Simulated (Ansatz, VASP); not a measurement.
## W: VASP beside Ansatz

```
CELL_PARAMETERS angstrom
-1.39537 1.39537 2.09306
1.39537 -1.39537 2.09306
1.39537 1.39537 -2.09306
ATOMIC_POSITIONS crystal
W 0.00000 0.00000 0.00000
```

Alike in both runs: task single point; functional PBE; k mesh 24 × 24 × 24; occupations gaussian, width 0.15 eV; no spin polarisation.

|  | VASP | Ansatz |
| --- | --- | --- |
| version | VASP 6.6.1 | Ansatz 0.2.0 |
| potentials or method | VASP PAW PBE potentials, release 64 (W_sv), cutoff 520 eV | scalar-relativistic, plane waves, PAW |
| valence electrons in the cell | 14 | 14 |

```csv
,VASP,Ansatz,Ansatz less VASP
gap on the k mesh at the Fermi level (eV),none,none,-
pressure (GPa),3.0,2.6,-0.46
"traceless stress, the component that is largest in VASP (GPa)",7.83,7.78,-0.052
```

A gap of «none» marks a metal or a gap that the smearing closes.

Neither program's run includes spin-orbit coupling.
